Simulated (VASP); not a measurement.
Write the native input for VASP 6.6.1 that does the following.

| Item | Value |
| --- | --- |
| Task | single point |
| Functional | B3LYP |
| Potentials or basis | VASP PAW PBE potentials, release 64 (Ir) |
| Cutoff | 520 eV |
| k mesh | 6 × 6 × 3 |
| Occupations | fermi-dirac, width 0.05 eV |
| Spin | no spin polarisation |
| Dipole correction | no |
| Grid for exact exchange (PRECFOCK) | Normal |
| Further INCAR settings | ALGO = Normal; EDIFF = 1e-06; NBANDS = 16 |
| Share of exact exchange | 0.2 |

The system is Ir.

```
Ir
1.0
     2.75138    0.00000    0.00000
    -1.37569    2.38276    0.00000
     0.00000    0.00000    4.46229
Ir
2
Direct
  0.33333 0.66667 0.25000
  0.66667 0.33333 0.75000
```

This isn't the form of Ir at room conditions, which is fcc.

The input as run:

POSCAR

```
Ir
1.0
    2.7513778946      0.0000000000      0.0000000000
   -1.3756889473      2.3827631521      0.0000000000
    0.0000000000      0.0000000000      4.4622900000
Ir
2
Direct
    0.3333333333      0.6666666667      0.2500000000
    0.6666666667      0.3333333333      0.7500000000
```

INCAR.step1

```
SYSTEM = Ir
  PREC = Accurate
  ENCUT = 520
  EDIFF = 1E-5
  ISMEAR = -1
  SIGMA = 0.05
  LREAL = .FALSE.
  LASPH = .TRUE.
  NELM = 60
  ALGO = Normal
  ISIF = 2
  LWAVE = .TRUE.
  LCHARG = .FALSE.
  GGA = PE
  NBANDS = 16
```

INCAR.step2

```
SYSTEM = Ir
  PREC = Accurate
  ENCUT = 520
  EDIFF = 1E-6
  ISMEAR = -1
  SIGMA = 0.05
  LREAL = .FALSE.
  LASPH = .TRUE.
  NELM = 60
  ALGO = Normal
  ISIF = 2
  LWAVE = .FALSE.
  LCHARG = .FALSE.
  GGA = B3
  LHFCALC = .TRUE.
  AEXX = 0.2
  AGGAX = 0.72
  AGGAC = 0.81
  ALDAC = 0.19
  PRECFOCK = Normal
  ISTART = 1
  NBANDS = 16
```

KPOINTS

```
Automatic mesh
0
G
  6 6 3
  0 0 0
```

Potentials or basis: VASP PAW PBE potentials, release 64 (Ir).

The run is started by

```sh
$ cat potpaw_PBE.64/Ir/POTCAR > POTCAR
$ cp INCAR.step1 INCAR
$ mpirun -np 1 vasp_std > vasp.out
$ cp INCAR.step2 INCAR
$ mpirun -np 1 vasp_std > vasp.out
```

Results of the run:

```yaml
Pressure: 5.5 GPa
Band_gap_on_the_k_mesh: zero (bands 9 and 10 overlap by 4.24 eV)
```

Caveat: the k points lie up to 0.47 Å⁻¹ apart, too coarse for converged energies and pressures of a metal; the PAW data sets were made with another functional, which shifts forces and pressure a little; spin-orbit coupling is left out, which moves the levels of the heavy elements.

Wall time 16 min on 1 thread of Intel(R) Xeon(R) Platinum 8488C (Sapphire Rapids), on a shared host, peak memory 0.17 GiB.
